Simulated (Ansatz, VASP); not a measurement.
**Os: VASP beside Ansatz**

```xyz
1
Lattice="2.2967 0.0000 0.0000 0.0000 2.2967 0.0000 0.0000 0.0000 2.2967" Properties=species:S:1:pos:R:3 pbc="T T T"
Os    0.0000    0.0000    0.0000
```

Change from the starting cell: volume scaled by 0.76, LAPW.

Alike in both runs: task single point; functional LDA; k mesh 17 × 17 × 17; occupations fermi-dirac, width 0.05 eV; no spin polarisation.

|  | VASP | Ansatz |
| --- | --- | --- |
| version | VASP 6.6.1 | Ansatz 0.2.0 |
| potentials or method | VASP PAW LDA potentials, release 64 (Os), cutoff 520 eV | all-electron LAPW, scalar-relativistic |

|  | VASP | Ansatz | Ansatz less VASP |
| --- | --- | --- | --- |
| pressure (GPa) | 158.9 | 157.1 | -1.81 |

LDA's correlation is that of Perdew and Zunger in VASP and of Perdew and Wang (1992) in Ansatz. Both programs put the cell under a high pressure, so it lies far from rest at this level. Ansatz ran all-electron here, and VASP with PAW potentials.

Neither program's run includes spin-orbit coupling. Noted on VASP's run: the cell as given lies far from equilibrium.
